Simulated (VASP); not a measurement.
Runs of VASP 6.6.1 on Se. The structure is that of space group R-3 (No. 148), or close to it. The cells are those of the table. 

```csv
task,cell,gap on the mesh (eV),pressure (GPa),largest force (eV/Å)
single point,"a = 6.718 Å, angles 115.5°, 6 atoms",1.03,1.0,0.53
single point,"a = 6.724 Å, angles 115.3°, 6 atoms",1.12,0.3,0.39
single point,"a = 6.679 Å, angles 115.3°, 6 atoms",1.16,1.5,(b)
single point,"a = 6.746 Å, angles 115.3°, 6 atoms",1.11,(c),0.28
single point,"a = 6.587 Å, angles 115.3°, 6 atoms",1.23,4.2,1.17
electric field gradients,"a = 6.724 Å, angles 115.3°, 6 atoms",1.12,0.3,0.39
single point,"a = 6.812 Å, angles 115.3°, 6 atoms",1.06,-1.7,0.13
single point,"a = 6.734 Å, angles 115.1°, 6 atoms",(a),-0.7,0.22
```

Alike in all rows: level PBEsol; potentials or basis VASP PAW PBE potentials, release 64 (Se); no spin polarisation; k mesh 6 × 6 × 6; cutoff (eV) 520; smearing fermi-dirac 0.01 eV.

Problem. Fill in the values left out.

Solution. (a) 1.27; (b) 0.63; (c) -0.2.

Caveats: the PAW data sets were made with another functional, which shifts forces and pressure a little.

A k mesh can miss the band edges, and the runs leave out spin-orbit coupling on Se.
